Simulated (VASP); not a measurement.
# Al (Fd-3m) in VASP: single point with LDA

Aim: the single point of Al with LDA.

All numbers are computed with VASP 6.6.1; they aren't measurements. Logs are shortened: lines on timing, memory, paths and dates and some standing lists are left out, and cuts for length are marked.

## (1) The cell of the first run

Symmetry: Fd-3m, No. 227, cubic system. Conventional cell: a = 5.953 Å, b = 5.953 Å, c = 5.953 Å, α = 90.00°, β = 90.00°, γ = 90.00°. Al (site symmetry -43m) has 4 Al at 2.58 Å within 3.4 Å.

## (2) Single point, LDA

INCAR

```
SYSTEM = Al
PREC = Accurate ; ENCUT = 520
EDIFF = 1E-7 ; ISMEAR = -1
SIGMA = 0.13605693000000002 ; LREAL = .False.
LASPH = .True. ; NELM = 80
ALGO = Normal ; ISIF = 2
LWAVE = .False. ; LCHARG = .False.
NBANDS = 10
```

KPOINTS

```
regular mesh
0
Gamma
  8 8 8
  0 0 0
```

POSCAR

```
Al
1.0
    0.0000000000      2.9764451703      2.9764451703
    2.9764451703      0.0000000000      2.9764451703
    2.9764451703      2.9764451703      0.0000000000
Al
2
Direct
    0.0000000000      0.0000000000      0.0000000000
    0.2500000000      0.2500000000      0.2500000000
```

Potentials or basis: VASP PAW LDA potentials, release 64 (Al).

Started as:

```
cat potpaw_LDA.64/Al/POTCAR > POTCAR
mpirun -np 1 vasp_std > vasp.out
```

OUTCAR:

```text
SYSTEM = Al
   PREC = Accurate
   ENCUT = 520
   EDIFF = 1E-7
   ISMEAR = -1
   LREAL = .False.
   LASPH = .True.
   NELM = 80
   ISIF = 2

 ion  position               nearest neighbor table
   1  0.000  0.000  0.000-   2 2.58   2 2.58   2 2.58   2 2.58
   2  0.250  0.250  0.250-   1 2.58   1 2.58   1 2.58   1 2.58

  LATTYP: Found a face centered cubic cell.
 ALAT       =     5.9528903406

  Lattice vectors:

 A1 = (   0.0000000000,   2.9764451703,   2.9764451703)
 A2 = (   2.9764451703,   0.0000000000,   2.9764451703)
 A3 = (   2.9764451703,   2.9764451703,   0.0000000000)

Analysis of symmetry for initial positions (statically):
=====================================================================
 Subroutine PRICEL returns:
 Original cell was already a primitive cell.

 Routine SETGRP: Setting up the symmetry group for a
 face centered cubic supercell.

 Subroutine GETGRP returns: Found 48 space group operations
 (whereof 24 operations were pure point group operations)
 out of a pool of 48 trial point group operations.

The static configuration has the point symmetry T_d .
 The point group associated with its full space group is O_h .

Analysis of symmetry for dynamics (positions and initial velocities):
=====================================================================
 Subroutine PRICEL returns:
 Original cell was already a primitive cell.

 Routine SETGRP: Setting up the symmetry group for a
 face centered cubic supercell.

 Subroutine GETGRP returns: Found 48 space group operations
 (whereof 24 operations were pure point group operations)
 out of a pool of 48 trial point group operations.

The dynamic configuration has the point symmetry T_d .
 The point group associated with its full space group is O_h .

 Subroutine INISYM returns: Found 48 space group operations
 (whereof 24 operations are pure point group operations),
 and found     1 'primitive' translations

----------------------------------------------------------------------------------------

                                     Primitive cell

  volume of cell :      52.7380

  direct lattice vectors                    reciprocal lattice vectors
     0.000000000  2.976445170  2.976445170    -0.167985624  0.167985624  0.167985624
     2.976445170  0.000000000  2.976445170     0.167985624 -0.167985624  0.167985624
     2.976445170  2.976445170  0.000000000     0.167985624  0.167985624 -0.167985624

  length of vectors
     4.209329127  4.209329127  4.209329127     0.290959636  0.290959636  0.290959636

  position of ions in fractional coordinates (direct lattice)
     0.000000000  0.000000000  0.000000000
     0.250000000  0.250000000  0.250000000

  ion indices of the primitive-cell ions
   primitive index   ion index
                 1           1
                 2           2

----------------------------------------------------------------------------------------

 KPOINTS: regular mesh

Automatic generation of k-mesh.
 Grid dimensions read from file:
 generate k-points for:    8    8    8

 Generating k-lattice:

  Cartesian coordinates                     Fractional coordinates (reciprocal lattice)
    -0.020998203  0.020998203  0.020998203     0.125000000  0.000000000  0.000000000
     0.020998203 -0.020998203  0.020998203     0.000000000  0.125000000  0.000000000
     0.020998203  0.020998203 -0.020998203     0.000000000  0.000000000  0.125000000

  Length of vectors
     0.036369955  0.036369955  0.036369955

  Shift w.r.t. Gamma in fractional coordinates (k-lattice)
     0.000000000  0.000000000  0.000000000

 Subroutine IBZKPT returns following result:
 ===========================================

 Found     29 irreducible k-points:

 Following reciprocal coordinates:
            Coordinates               Weight
  0.000000  0.000000  0.000000      1.000000
  0.125000  0.000000  0.000000      8.000000
  0.250000  0.000000  0.000000      8.000000
  0.375000  0.000000  0.000000      8.000000
  0.500000  0.000000  0.000000      4.000000
  0.125000  0.125000  0.000000      6.000000
[... 16 lines left out ...]
  0.500000  0.250000  0.125000     48.000000
 -0.375000  0.250000  0.125000     24.000000
 [... further k-points ...]
   k-points           NKPTS =     29   k-points in BZ     NKDIM =     29   number of bands    NBANDS=     10
   number of dos      NEDOS =    301   number of ions     NIONS =      2
   total plane-waves  NPLWV =  32768
   dimension x,y,z NGX =    32 NGY =   32 NGZ =   32
   dimension x,y,z NGXF=    64 NGYF=   64 NGZF=   64
   ions per type =               2
   NGX,Y,Z   is equivalent  to a cutoff of  12.64, 12.64, 12.64 a.u.
   NGXF,Y,Z  is equivalent  to a cutoff of  25.28, 25.28, 25.28 a.u.
 SYSTEM =  Al
   PREC   = accura    normal or accurate (medium, high low for compatibility)
   ISTART =      0    job   : 0-new  1-cont  2-samecut
   ICHARG =      2    charge: 1-file 2-atom 10-const
   ISPIN  =      1    spin polarized calculation?
   LNONCOLLINEAR =      F non collinear calculations
   LSORBIT =      F    spin-orbit coupling
   LASPH  =      T    aspherical Exc in radial PAW
   ENCUT  =  520.0 eV  38.22 Ry    6.18 a.u.   7.83  7.83  7.83*2*pi/ulx,y,z
   NELM   =     80;   NELMIN=  2; NELMDL= -5     # of ELM steps
   EDIFF  = 0.1E-06   stopping-criterion for ELM
   LREAL  =      F    real-space projection
   EDIFFG = 0.1E-05   stopping-criterion for IOM
   NSW    =      0    number of steps for IOM
   IBRION =     -1    ionic relax: 0-MD 1-quasi-New 2-CG
   NFREE  =      0    steps in history (QN), initial steepest desc. (CG)
   ISIF   =      2    stress and relaxation
   ISYM   =      2    0-nonsym 1-usesym 2-fastsym
   POTIM  = 0.5000    time-step for ionic-motion
   TEBEG  =    0.0;   TEEND  =   0.0 temperature during run
   PSTRESS=    0.0 pullay stress
   NELECT =       6.0000    total number of electrons
   NUPDOWN=      -1.0000    fix difference up-down
   EMIN   =  10.00;   EMAX   =-10.00  energy-range for DOS
   EFERMI =   0.00;   METHOD = LEGACY
   ISMEAR =    -1;   SIGMA  =   0.14  broadening in eV -4-tet -1-fermi 0-gaus
   EFERMI_NEDOS =   21; number of points for ismear=-14 and -15
   IALGO  =     38    algorithm
   IMIX   =      4    mixing-type and parameters
     AMIX     =   0.40;   BMIX     =  1.00
     AMIX_MAG =   1.60;   BMIX_MAG =  1.00
  volume/ion in A,a.u.               =      26.37       177.95
  Fermi-wavevector in a.u.,A,eV,Ry     =   0.793263  1.499050  8.561693  0.629267
  Thomas-Fermi vector in A             =   1.899164
   LORBIT       =      0    0 simple, 1 ext, 2 COOP (PROOUT), +10 PAW based schemes
   GGA     = CA    functional components
   LHFCALC =     F    Hartree Fock is set to
   AEXX    =    0.0000 exact exchange contribution
   IVDW    =     0    specifies the selected vdW correction
   LEPSILON=     F    determine dielectric tensor
   LRPA    =     F    only Hartree local field effects (RPA)
 non-spin polarized calculation
  energy-cutoff  :      520.00
  volume of cell :       52.74
 maximum number of plane-waves:      1433
   NGX = 15   NGY = 15   NGZ = 15

 number of electron       6.0000000 magnetization

 Free energy of the ion-electron system (eV)
  ---------------------------------------------------
  ext. energy  EPLUGINS =         0.00000000
  ---------------------------------------------------
  free energy    TOTEN  =        -6.81883463 eV

  energy without entropy =       -6.72706554  energy(sigma->0) =       -6.77295008

 E-fermi :   2.9198     XC(G=0):  -8.4471

 val. band max:        2.8944650827   @ k =  -0.3750   0.3750   0.0000
 cond. band min:       2.9609223813   @ k =  -0.2500   0.1250   0.0000
 fundamental gap:      0.0664572986
 Fermi energy:         2.9197850014

 k-point     1 :       0.0000    0.0000    0.0000
  band No.  band energies     occupation
      1      -5.1329      2.00000
      2       5.0942      0.00000
      3       5.0942      0.00000
      4       5.0942      0.00000
      5       6.9379      0.00000
      6       6.9379      0.00000
      7       6.9379      0.00000
      8       8.3965      0.00000
      9      10.8274      0.00000
     10      10.9288      0.00000

 k-point     2 :       0.1250    0.0000    0.0000
  band No.  band energies     occupation
      1      -4.9552      2.00000
      2       3.6946      0.00670
      3       4.8211      0.00000
      4       4.8211      0.00000
      5       7.0035      0.00000
      6       7.3307      0.00000
      7       7.3307      0.00000
      8       9.3605      0.00000
      9      10.4361      0.00000
     10      10.4361      0.00000

 k-point     3 :       0.2500    0.0000    0.0000
  band No.  band energies     occupation
      1      -4.4338      2.00000
      2       1.6673      1.99980
      3       4.4097      0.00004
      4       4.4097      0.00004
      5       6.6400      0.00000
      6       7.6965      0.00000
      7       7.6965      0.00000
      8      10.4273      0.00000
      9      10.4273      0.00000
     10      10.8917      0.00000

 k-point     4 :       0.3750    0.0000    0.0000
  band No.  band energies     occupation
      1      -3.6354      2.00000
      2      -0.1075      2.00000
      3       4.1393      0.00026
      4       4.1393      0.00026
      5       6.3479      0.00000
      6       7.4939      0.00000
      7       7.4939      0.00000
      8      10.7211      0.00000
      9      11.7277      0.00000
     10      11.7277      0.00000
[... 222 lines left out ...]
 k-point    22 :       0.3750    0.2500    0.1250
  band No.  band energies     occupation
      1      -3.9708      2.00000
      2       1.5066      1.99994
      3       2.5395      1.88481
      4       3.7882      0.00338
      5       6.7394      0.00000
      6       7.8137      0.00000
      7       8.2879      0.00000
      8       9.5167      0.00000
      9      11.1897      0.00000
     10      13.6870      0.00000

 k-point    23 :       0.5000    0.2500    0.1250
  band No.  band energies     occupation
      1      -3.1780      2.00000
      2       0.1041      2.00000
      3       2.0463      1.99675
      4       3.2971      0.11762
      5       7.0294      0.00000
      6       7.6668      0.00000
      7       8.8627      0.00000
      8       9.8184      0.00000
      9      12.2690      0.00000
     10      12.8862      0.00000

 k-point    24 :      -0.3750    0.2500    0.1250
  band No.  band energies     occupation
      1      -2.5634      2.00000
      2      -0.7840      2.00000
      3       1.9625      1.99824
      4       3.0734      0.48866
      5       7.1145      0.00000
      6       7.3516      0.00000
      7       9.7401      0.00000
      8      10.6645      0.00000
      9      10.9997      0.00000
     10      13.2517      0.00000

 [... further k-points ...]
[... 5 lines left out ...]
  --------------------------------------------------------------------------------------
  -------------------------------------------------------------------------------------
  Total        0.0167574      0.0167574      0.0167574      0.0000000      0.0000000      0.0000000
  in kB        0.5090893      0.5090893      0.5090893      0.0000000      0.0000000      0.0000000
  external PRESSURE =       0.5090893 kB  Pullay stress =       0.0000000 kB

 VOLUME and BASIS-vectors are now :
 -----------------------------------------------------------------------------
  energy-cutoff  :      520.00
  volume of cell :       52.74
      direct lattice vectors                 reciprocal lattice vectors
     0.000000000  2.976445170  2.976445170    -0.167985624  0.167985624  0.167985624
     2.976445170  0.000000000  2.976445170     0.167985624 -0.167985624  0.167985624
     2.976445170  2.976445170  0.000000000     0.167985624  0.167985624 -0.167985624

 POSITION                                       TOTAL-FORCE (eV/Angst)
 -----------------------------------------------------------------------------------
      0.00000      0.00000      0.00000        -0.000000     -0.000000     -0.000000
      1.48822      1.48822      1.48822         0.000000      0.000000      0.000000
 -----------------------------------------------------------------------------------
    total drift:                               -0.000000     -0.000000      0.000000

  FREE ENERGIE OF THE ION-ELECTRON SYSTEM (eV)
  ---------------------------------------------------
  free  energy   TOTEN  =        -6.8188346275 eV

  energy  without entropy=       -6.7270655416  energy(sigma->0) =       -6.77295008
```

It took 4.9 s on 1 thread of Intel Xeon 6975P-C (Granite Rapids), shared host; peak memory 0.14 GiB.

What came out:

```
Free energy            : -6.8188 eV
Pressure               : 0.1 GPa
Band gap on the k mesh : zero (band 3 reaches 5.09 eV, above the bottom of band 4 at 1.45 eV)
```

Levels at points of the mesh, in eV from the Fermi level:
```
           k point  band 1  band 2  band 3  band 4  band 5  band 6
(0.00, 0.00, 0.00)   -8.05    2.17    2.17    2.17    4.02    4.02
(0.50, 0.00, 0.00)   -5.95   -3.97    1.13    1.13    3.33    4.43
(0.50, 0.50, 0.00)   -4.43   -4.43   -0.41   -0.41    2.07    2.07
```
